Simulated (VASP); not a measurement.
# TiTe2 (P-3m1) in VASP: a series of runs

TiTe2 is run at these levels: PBE+D3(BJ); tasks: single point.

Everything below comes from runs of VASP 6.6.1. Logs are shortened: lines on timing, memory, paths and dates and some standing lists are left out, and cuts for length are marked.

### Step 1. The cell of the first run

Symmetry: P-3m1, No. 164, trigonal system. The conventional cell has a = 3.547 Å, b = 3.547 Å, c = 6.101 Å, α = 90.00°, β = 90.00°, γ = 120.00°. Within 3.6 Å of Ti (site symmetry -3m) lie 6 Te at 2.69 Å and 6 Ti at 3.55 Å. Within 3.6 Å of Te (site symmetry 3m) lie 3 Ti at 2.69 Å and 9 Te at 3.33 to 3.55 Å.

### Step 2. Single point, PBE+D3(BJ) (22.15 Å³/atom)

INCAR

```
SYSTEM = TiTe2
PREC = Accurate
ENCUT = 520
EDIFF = 1E-6
ISMEAR = 0
SIGMA = 0.1
LREAL = .FALSE.
LASPH = .TRUE.
NELM = 100
ALGO = Normal
ISIF = 2
LWAVE = .FALSE.
LCHARG = .FALSE.
GGA = PE
IVDW = 12
NBANDS = 19
```

KPOINTS

```
regular mesh
0
G
  12 12 8
  0 0 0
```

POSCAR

```
TiTe2
1.0
    3.5465641956      0.0000000000      0.0000000000
   -1.7732820978      3.0714146895      0.0000000000
    0.0000000000      0.0000000000      6.1012498954
Ti Te
1 2
Direct
    0.0000000000      0.0000000000      0.0000000000
    0.6666666667      0.3333333333      0.2852620155
    0.3333333333      0.6666666667      0.7147379845
```

Potentials or basis: VASP PAW PBE potentials, release 64 (Ti_sv, Te).

The run is started by

```sh
$ cat potpaw_PBE.64/Ti_sv/POTCAR potpaw_PBE.64/Te/POTCAR > POTCAR
$ mpirun -np 1 vasp_std > vasp.out
```

OUTCAR:

```text
SYSTEM = TiTe2
   PREC = Accurate
   ENCUT = 520
   EDIFF = 1E-6
   ISMEAR = 0
   LREAL = .FALSE.
   LASPH = .TRUE.
   NELM = 100
   ISIF = 2
   GGA = PE
   IVDW = 12
 IVDW          = 12

 ion  position               nearest neighbor table
   1  0.000  0.000  0.000-   2 2.69   3 2.69   3 2.69   2 2.69   2 2.69   3 2.69
   2  0.667  0.333  0.285-   1 2.69   1 2.69   1 2.69   3 3.33   3 3.33   3 3.33
   3  0.333  0.667  0.715-   1 2.69   1 2.69   1 2.69   2 3.33   2 3.33   2 3.33

  LATTYP: Found a hexagonal cell.
 ALAT       =     3.5465641956
 C/A-ratio  =     1.7203269302

  Lattice vectors:

 A1 = (   3.5465641956,   0.0000000000,   0.0000000000)
 A2 = (  -1.7732820978,   3.0714146895,   0.0000000000)
 A3 = (   0.0000000000,   0.0000000000,   6.1012498954)

Analysis of symmetry for initial positions (statically):
=====================================================================
 Subroutine PRICEL returns:
 Original cell was already a primitive cell.

 Routine SETGRP: Setting up the symmetry group for a
 hexagonal supercell.

 Subroutine GETGRP returns: Found 12 space group operations
 (whereof 12 operations were pure point group operations)
 out of a pool of 24 trial point group operations.

The static configuration has the point symmetry D_3d.

Analysis of symmetry for dynamics (positions and initial velocities):
=====================================================================
 Subroutine PRICEL returns:
 Original cell was already a primitive cell.

 Routine SETGRP: Setting up the symmetry group for a
 hexagonal supercell.

 Subroutine GETGRP returns: Found 12 space group operations
 (whereof 12 operations were pure point group operations)
 out of a pool of 24 trial point group operations.

The dynamic configuration has the point symmetry D_3d.

 Subroutine INISYM returns: Found 12 space group operations
 (whereof 12 operations are pure point group operations),
 and found     1 'primitive' translations

----------------------------------------------------------------------------------------

                                     Primitive cell

  volume of cell :      66.4607

  direct lattice vectors                    reciprocal lattice vectors
     3.546564196  0.000000000  0.000000000     0.281963034  0.162791433  0.000000000
    -1.773282098  3.071414690  0.000000000     0.000000000  0.325582867  0.000000000
     0.000000000  0.000000000  6.101249895     0.000000000  0.000000000  0.163900843

  length of vectors
     3.546564196  3.546564196  6.101249895     0.325582867  0.325582867  0.163900843

  position of ions in fractional coordinates (direct lattice)
     0.000000000  0.000000000  0.000000000
     0.666666667  0.333333333  0.285262016
     0.333333333  0.666666667  0.714737984

  ion indices of the primitive-cell ions
   primitive index   ion index
                 1           1
                 2           2
                 3           3

----------------------------------------------------------------------------------------

 KPOINTS: regular mesh

Automatic generation of k-mesh.
 Grid dimensions read from file:
 generate k-points for:   12   12    8

 Generating k-lattice:

  Cartesian coordinates                     Fractional coordinates (reciprocal lattice)
     0.023496919  0.013565953  0.000000000     0.083333333  0.000000000  0.000000000
     0.000000000  0.027131906  0.000000000     0.000000000  0.083333333  0.000000000
     0.000000000  0.000000000  0.020487605     0.000000000  0.000000000  0.125000000

  Length of vectors
     0.027131906  0.027131906  0.020487605

  Shift w.r.t. Gamma in fractional coordinates (k-lattice)
     0.000000000  0.000000000  0.000000000

 Subroutine IBZKPT returns following result:
 ===========================================

 Found    131 irreducible k-points:

 Following reciprocal coordinates:
            Coordinates               Weight
  0.000000  0.000000  0.000000      1.000000
  0.083333  0.000000  0.000000      6.000000
  0.166667  0.000000  0.000000      6.000000
  0.250000  0.000000  0.000000      6.000000
  0.333333  0.000000  0.000000      6.000000
  0.416667  0.000000  0.000000      6.000000
[... 16 lines left out ...]
  0.166667  0.000000  0.125000      6.000000
  0.000000  0.166667  0.125000      6.000000
 [... further k-points ...]
   k-points           NKPTS =    131   k-points in BZ     NKDIM =    131   number of bands    NBANDS=     19
   number of dos      NEDOS =    301   number of ions     NIONS =      3
   total plane-waves  NPLWV =  37632
   dimension x,y,z NGX =    28 NGY =   28 NGZ =   48
   dimension x,y,z NGXF=    56 NGYF=   56 NGZF=   96
   ions per type =               1   2
   NGX,Y,Z   is equivalent  to a cutoff of  13.13, 13.13, 13.08 a.u.
   NGXF,Y,Z  is equivalent  to a cutoff of  26.25, 26.25, 26.16 a.u.
 SYSTEM =  TiTe2
   PREC   = accura    normal or accurate (medium, high low for compatibility)
   ISTART =      0    job   : 0-new  1-cont  2-samecut
   ICHARG =      2    charge: 1-file 2-atom 10-const
   ISPIN  =      1    spin polarized calculation?
   LNONCOLLINEAR =      F non collinear calculations
   LSORBIT =      F    spin-orbit coupling
   LASPH  =      T    aspherical Exc in radial PAW
   ENCUT  =  520.0 eV  38.22 Ry    6.18 a.u.   6.59  6.59 11.34*2*pi/ulx,y,z
   NELM   =    100;   NELMIN=  2; NELMDL= -5     # of ELM steps
   EDIFF  = 0.1E-05   stopping-criterion for ELM
   LREAL  =      F    real-space projection
   EDIFFG = 0.1E-04   stopping-criterion for IOM
   NSW    =      0    number of steps for IOM
   IBRION =     -1    ionic relax: 0-MD 1-quasi-New 2-CG
   NFREE  =      0    steps in history (QN), initial steepest desc. (CG)
   ISIF   =      2    stress and relaxation
   ISYM   =      2    0-nonsym 1-usesym 2-fastsym
   POTIM  = 0.5000    time-step for ionic-motion
   TEBEG  =    0.0;   TEEND  =   0.0 temperature during run
   PSTRESS=    0.0 pullay stress
   NELECT =      24.0000    total number of electrons
   NUPDOWN=      -1.0000    fix difference up-down
   EMIN   =  10.00;   EMAX   =-10.00  energy-range for DOS
   EFERMI =   0.00;   METHOD = LEGACY
   ISMEAR =     0;   SIGMA  =   0.10  broadening in eV -4-tet -1-fermi 0-gaus
   EFERMI_NEDOS =   21; number of points for ismear=-14 and -15
   IALGO  =     38    algorithm
   IMIX   =      4    mixing-type and parameters
     AMIX     =   0.40;   BMIX     =  1.00
     AMIX_MAG =   1.60;   BMIX_MAG =  1.00
  volume/ion in A,a.u.               =      22.15       149.50
  Fermi-wavevector in a.u.,A,eV,Ry     =   1.165799  2.203040 18.491494  1.359086
  Thomas-Fermi vector in A             =   2.302320
   LORBIT       =      0    0 simple, 1 ext, 2 COOP (PROOUT), +10 PAW based schemes
   GGA     = PE    functional components
   LHFCALC =     F    Hartree Fock is set to
   AEXX    =    0.0000 exact exchange contribution
   IVDW    =    12    specifies the selected vdW correction
   LEPSILON=     F    determine dielectric tensor
   LRPA    =     F    only Hartree local field effects (RPA)
 non-spin polarized calculation
 Gauss-broadening in eV      SIGMA  =   0.10
  energy-cutoff  :      520.00
  volume of cell :       66.46
 maximum number of plane-waves:      1824
 NGX is ok and might be reduce to    28
   NGX = 13   NGY = 13   NGZ = 23

 number of electron      24.0000000 magnetization

 Free energy of the ion-electron system (eV)
  ---------------------------------------------------
  ext. energy  EPLUGINS =         0.00000000
  ---------------------------------------------------
  free energy    TOTEN  =       -15.74340404 eV

  energy without entropy =      -15.73787245  energy(sigma->0) =      -15.74063824

 E-fermi :   9.3690     XC(G=0): -10.8155

 val. band max:        9.3507307865   @ k =   0.0833   0.0833   0.1250
 cond. band min:       9.3711367664   @ k =   0.1667   0.0000   0.1250
 fundamental gap:      0.0204059798
 Fermi energy:         9.3690470671

 k-point     1 :       0.0000    0.0000    0.0000
  band No.  band energies     occupation
      1     -47.7308      2.00000
      2     -24.0108      2.00000
      3     -24.0086      2.00000
      4     -24.0086      2.00000
      5      -4.3579      2.00000
      6      -2.0145      2.00000
[... 11 lines left out ...]
     18      14.8029      0.00000
     19      16.7144      0.00000

 k-point     2 :       0.0833    0.0000    0.0000
  band No.  band energies     occupation
      1     -47.7303      2.00000
      2     -24.0146      2.00000
      3     -24.0100      2.00000
      4     -24.0093      2.00000
      5      -4.2587      2.00000
      6      -1.9591      2.00000
[... 11 lines left out ...]
     18      15.4348      0.00000
     19      17.0469      0.00000

 k-point     3 :       0.1667    0.0000    0.0000
  band No.  band energies     occupation
      1     -47.7289      2.00000
      2     -24.0308      2.00000
      3     -24.0136      2.00000
      4     -24.0053      2.00000
      5      -3.9664      2.00000
      6      -1.8027      2.00000
[... 11 lines left out ...]
     18      15.5966      0.00000
     19      17.1737      0.00000

 k-point     4 :       0.2500    0.0000    0.0000
  band No.  band energies     occupation
      1     -47.7269      2.00000
      2     -24.0528      2.00000
      3     -24.0186      2.00000
      4     -23.9998      2.00000
      5      -3.4999      2.00000
      6      -1.5799      2.00000
[... 407 lines left out ...]
     18      15.4909      0.00000
     19      17.2298      0.00000

 k-point    23 :       0.1667    0.0000    0.1250
  band No.  band energies     occupation
      1     -47.7289      2.00000
      2     -24.0308      2.00000
      3     -24.0136      2.00000
      4     -24.0053      2.00000
      5      -3.9197      2.00000
      6      -1.9152      2.00000
[... 11 lines left out ...]
     18      15.3616      0.00000
     19      16.4880      0.00000

 k-point    24 :       0.0000    0.1667    0.1250
  band No.  band energies     occupation
      1     -47.7289      2.00000
      2     -24.0308      2.00000
      3     -24.0136      2.00000
      4     -24.0053      2.00000
      5      -3.9141      2.00000
      6      -1.9312      2.00000
[... 11 lines left out ...]
     18      15.8262      0.00000
     19      17.1421      0.00000

 [... further k-points ...]

------------------------ aborting loop because EDIFF is reached ----------------------------------------

 Edisp (eV)   -1.78364

 E8    (eV) :    -0.8245

  FORCE on cell =-STRESS in cart. coord.  units (eV):
  Direction    XX          YY          ZZ          XY          YZ          ZX
  --------------------------------------------------------------------------------------
  -------------------------------------------------------------------------------------
  Total       3.23918     3.23918     3.24023     0.00000    -0.00000     0.00000
  in kB      78.08744    78.08744    78.11261     0.00000    -0.00000     0.00000
  external pressure =       78.10 kB  Pullay stress =        0.00 kB

 VOLUME and BASIS-vectors are now :
 -----------------------------------------------------------------------------
  energy-cutoff  :      520.00
  volume of cell :       66.46
      direct lattice vectors                 reciprocal lattice vectors
     3.546564196  0.000000000  0.000000000     0.281963034  0.162791433  0.000000000
    -1.773282098  3.071414690  0.000000000     0.000000000  0.325582867  0.000000000
     0.000000000  0.000000000  6.101249895     0.000000000  0.000000000  0.163900843

 POSITION                                       TOTAL-FORCE (eV/Angst)
 -----------------------------------------------------------------------------------
      0.00000      0.00000      0.00000        -0.000000      0.000000      0.000000
      1.77328      1.02380      1.74045        -0.000000      0.000000      0.009244
     -0.00000      2.04761      4.36080         0.000000      0.000000     -0.009244
 -----------------------------------------------------------------------------------
    total drift:                               -0.000000     -0.000000      0.000000

  FREE ENERGIE OF THE ION-ELECTRON SYSTEM (eV)
  ---------------------------------------------------
  free  energy   TOTEN  =       -17.5270451098 eV

  energy  without entropy=      -17.5215135262  energy(sigma->0) =      -17.52427932
```

Wall time 63 s (1 thread of AMD EPYC 9R45 (Zen 5), shared host); peak memory 0.28 GiB.

What came out:

| Quantity | Value |
| --- | --- |
| Free energy | -17.5270 eV |
| Pressure | 7.8 GPa |
| Largest force | 0.009 eV/Å |
| Band gap on the k mesh | zero (bands 12 and 13 overlap by 0.94 eV) |
| Dispersion energy per atom | -0.595 eV |

Forces on the atoms (eV/Å):
```
Ti   0.000  0.000  0.000
Te   0.000  0.000  0.009
Te   0.000  0.000 -0.009
```

Caveat: the cell stands under pressure; spin-orbit coupling is left out, which moves the levels of the heavy elements.

### Step 3. Single point, PBE+D3(BJ) (22.91 Å³/atom)

This run uses another cell than the first one, of 22.91 Å³/atom.

INCAR

```
SYSTEM = TiTe2
ALGO = Normal
EDIFF = 1E-6
ENCUT = 520
GGA = PE
ISIF = 2
ISMEAR = 0
IVDW = 12
LASPH = .TRUE.
LCHARG = .TRUE.
LELF = .TRUE.
LREAL = .FALSE.
LVHAR = .TRUE.
LWAVE = .FALSE.
NBANDS = 19
NELM = 60
PREC = Accurate
SIGMA = 0.1
```

KPOINTS

```
k-points
0
G
  12 12 8
  0 0 0
```

POSCAR

```
TiTe2
1.0
    3.5868121761      0.0000000000      0.0000000000
   -1.7934060881      3.1062704631      0.0000000000
    0.0000000000      0.0000000000      6.1684480751
Ti Te
1 2
Direct
    0.0000000000      0.0000000000      0.0000000000
    0.6666666667      0.3333333333      0.2821120022
    0.3333333333      0.6666666667      0.7178879978
```

Potentials or basis: VASP PAW PBE potentials, release 64 (Ti_sv, Te).

The run is started by

```sh
$ cat potpaw_PBE.64/Ti_sv/POTCAR potpaw_PBE.64/Te/POTCAR > POTCAR
$ mpirun -np 1 vasp_std > vasp.out
```

OUTCAR:

```text
SYSTEM = TiTe2
   EDIFF = 1E-6
   ENCUT = 520
   GGA = PE
   ISIF = 2
   ISMEAR = 0
   IVDW = 12
   LASPH = .TRUE.
   LREAL = .FALSE.
   NELM = 60
   PREC = Accurate
 IVDW          = 12

 ion  position               nearest neighbor table
   1  0.000  0.000  0.000-   2 2.70   3 2.70   2 2.70   3 2.70   2 2.70   3 2.70
   2  0.667  0.333  0.282-   1 2.70   1 2.70   1 2.70   3 3.39   3 3.39   3 3.39
   3  0.333  0.667  0.718-   1 2.70   1 2.70   1 2.70   2 3.39   2 3.39   2 3.39

  LATTYP: Found a hexagonal cell.
 ALAT       =     3.5868121761
 C/A-ratio  =     1.7197577604

  Lattice vectors:

 A1 = (   3.5868121761,   0.0000000000,   0.0000000000)
 A2 = (  -1.7934060881,   3.1062704631,   0.0000000000)
 A3 = (   0.0000000000,   0.0000000000,   6.1684480751)

Analysis of symmetry for initial positions (statically):
=====================================================================
 Subroutine PRICEL returns:
 Original cell was already a primitive cell.

 Routine SETGRP: Setting up the symmetry group for a
 hexagonal supercell.

 Subroutine GETGRP returns: Found 12 space group operations
[... 165 lines left out ...]

  energy without entropy =      -15.88879516  energy(sigma->0) =      -15.89161367

 E-fermi :   8.8847     XC(G=0): -10.6482

 val. band max:        8.8761069610   @ k =   0.3333   0.0000   0.0000
 cond. band min:       8.8977559212   @ k =   0.3333   0.0000   0.5000
 fundamental gap:      0.0216489601
 Fermi energy:         8.8847370223

 k-point     1 :       0.0000    0.0000    0.0000
  band No.  band energies     occupation
      1     -48.2890      2.00000
      2     -24.5639      2.00000
      3     -24.5639      2.00000
      4     -24.5528      2.00000
      5      -4.5636      2.00000
      6      -2.4031      2.00000
[... 505 lines left out ...]
      6      -2.3210      2.00000
[... 11 lines left out ...]
     18      15.3431      0.00000
     19      16.5149      0.00000

 [... further k-points ...]

------------------------ aborting loop because EDIFF is reached ----------------------------------------

 Edisp (eV)   -1.72441

 E8    (eV) :    -0.7975

  FORCE on cell =-STRESS in cart. coord.  units (eV):
  Direction    XX          YY          ZZ          XY          YZ          ZX
  --------------------------------------------------------------------------------------
  -------------------------------------------------------------------------------------
  Total       2.24895     2.24895     2.18784    -0.00000     0.00000    -0.00000
  in kB      52.42829    52.42829    51.00375    -0.00000     0.00000    -0.00000
  external pressure =       51.95 kB  Pullay stress =        0.00 kB

 VOLUME and BASIS-vectors are now :
 -----------------------------------------------------------------------------
  energy-cutoff  :      520.00
  volume of cell :       68.73
      direct lattice vectors                 reciprocal lattice vectors
     3.586812176  0.000000000  0.000000000     0.278799098  0.160964734  0.000000000
    -1.793406088  3.106270463  0.000000000     0.000000000  0.321929469  0.000000000
     0.000000000  0.000000000  6.168448075     0.000000000  0.000000000  0.162115331

 POSITION                                       TOTAL-FORCE (eV/Angst)
 -----------------------------------------------------------------------------------
      0.00000      0.00000      0.00000        -0.000000      0.000000      0.000000
      1.79341      1.03542      1.74019         0.000000     -0.000000      0.005920
     -0.00000      2.07085      4.42825        -0.000000      0.000000     -0.005920
 -----------------------------------------------------------------------------------
    total drift:                               -0.000000     -0.000000      0.000000

  FREE ENERGIE OF THE ION-ELECTRON SYSTEM (eV)
  ---------------------------------------------------
  free  energy   TOTEN  =       -17.6188433583 eV

  energy  without entropy=      -17.6132063559  energy(sigma->0) =      -17.61602486
```

OSZICAR:

```text
N       E                     dE             d eps       ncg     rms          rms(c)
DAV:   1     0.185693078876E+03    0.18569E+03   -0.10930E+04  4978   0.121E+03
DAV:   2    -0.887697254574E+00   -0.18658E+03   -0.18166E+03  5202   0.312E+02
DAV:   3    -0.169243856990E+02   -0.16037E+02   -0.15671E+02  7527   0.843E+01
DAV:   4    -0.174867538997E+02   -0.56237E+00   -0.55988E+00  6219   0.147E+01
DAV:   5    -0.175068270990E+02   -0.20073E-01   -0.20067E-01  7297   0.281E+00    0.132E+01
DAV:   6    -0.172941981011E+02    0.21263E+00   -0.24021E+01  5759   0.334E+01    0.103E+01
DAV:   7    -0.160578583497E+02    0.12363E+01   -0.16402E+01  6119   0.250E+01    0.502E+00
DAV:   8    -0.158907525431E+02    0.16711E+00   -0.11085E+00  5957   0.780E+00    0.159E+00
DAV:   9    -0.158974820795E+02   -0.67295E-02   -0.54449E-02  6933   0.148E+00    0.107E+00
DAV:  10    -0.158943736145E+02    0.31085E-02   -0.31156E-02  5746   0.141E+00    0.400E-01
DAV:  11    -0.158945927704E+02   -0.21916E-03   -0.22226E-03  5894   0.388E-01    0.229E-01
DAV:  12    -0.158944406515E+02    0.15212E-03   -0.12263E-03  5940   0.251E-01    0.630E-02
DAV:  13    -0.158944329872E+02    0.76642E-05   -0.45964E-05  5735   0.634E-02    0.195E-02
DAV:  14    -0.158944321664E+02    0.82082E-06   -0.52902E-06  5917   0.141E-02
   1 F= -.17618843E+02 E0= -.17616025E+02  d E =-.563700E-02
```

Wall time 64 s (1 thread of AMD EPYC 9R45 (Zen 5), shared host); peak memory 0.29 GiB.

Results:

```yaml
Free_energy: -17.6188 eV
Pressure: 5.2 GPa
Largest_force: 0.006 eV/Å
Band_gap_on_the_k_mesh: zero (bands 12 and 13 overlap by 0.88 eV)
Dispersion_energy_per_atom: -0.575 eV
```

Forces in eV/Å, atoms in the order of the input:
```
Ti   0.000  0.000  0.000
Te   0.000  0.000  0.006
Te   0.000  0.000 -0.006
```

Caveat: the cell stands under pressure; spin-orbit coupling is left out, which moves the levels of the heavy elements.

The gap in the log of VASP goes by the Fermi energy; the results here count the filled bands.